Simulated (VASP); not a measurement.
Set up this calculation in VASP 6.6.1, as the native input.

* Task: single point
* Functional: LDA
* Potentials or basis: VASP PAW LDA potentials, release 64 (Cd, Se)
* Cutoff: 520 eV
* k mesh: 18 × 18 × 18
* Occupations: tetrahedron
* Spin: collinear spin, zero start
* Starting moments: [0.0, 0.0] μB
* Dipole correction: no
* Further INCAR settings: ALGO = Normal; EDIFF = 1e-07; NBANDS = 20

The structure of CdSe (rocksalt type) lies in POSCAR:

```
CdSe
1.0
    0.0000000000      2.4931014136      2.4931014136
    2.4931014136      0.0000000000      2.4931014136
    2.4931014136      2.4931014136      0.0000000000
Cd Se
1 1
Direct
    0.0000000000      0.0000000000      0.0000000000
    0.5000000000      0.5000000000      0.5000000000
```

One way to write it, as run:

INCAR

```
PREC = Accurate ; ENCUT = 520
EDIFF = 1E-7 ; ISMEAR = -4
SIGMA = 0.1 ; LREAL = F
LASPH = T ; NELM = 150
ALGO = Normal ; ISIF = 2
LWAVE = F ; LCHARG = F
ISPIN = 2 ; MAGMOM = 0 0
LORBIT = 11 ; NBANDS = 20
```

KPOINTS

```
Automatic mesh
0
Gamma
  18 18 18
```

Potentials or basis: VASP PAW LDA potentials, release 64 (Cd, Se).

Launch:

```sh
$ cat potpaw_LDA.64/Cd/POTCAR potpaw_LDA.64/Se/POTCAR > POTCAR
$ mpirun -np 1 vasp_std > vasp.out
```

Results of the run:

| Quantity | Value |
| --- | --- |
| Pressure | 59.8 GPa |
| Band gap on the k mesh | zero (filled and empty bands overlap) |
| Net moment | 0.00 μB per cell |
| Valence electrons inside the program's atomic spheres | Cd 10.65; Se 4.15 |

Caveat: the cell stands under pressure.

It took 5.3 min on 1 thread of AMD EPYC 7R13, on a shared host, peak memory 0.27 GiB.
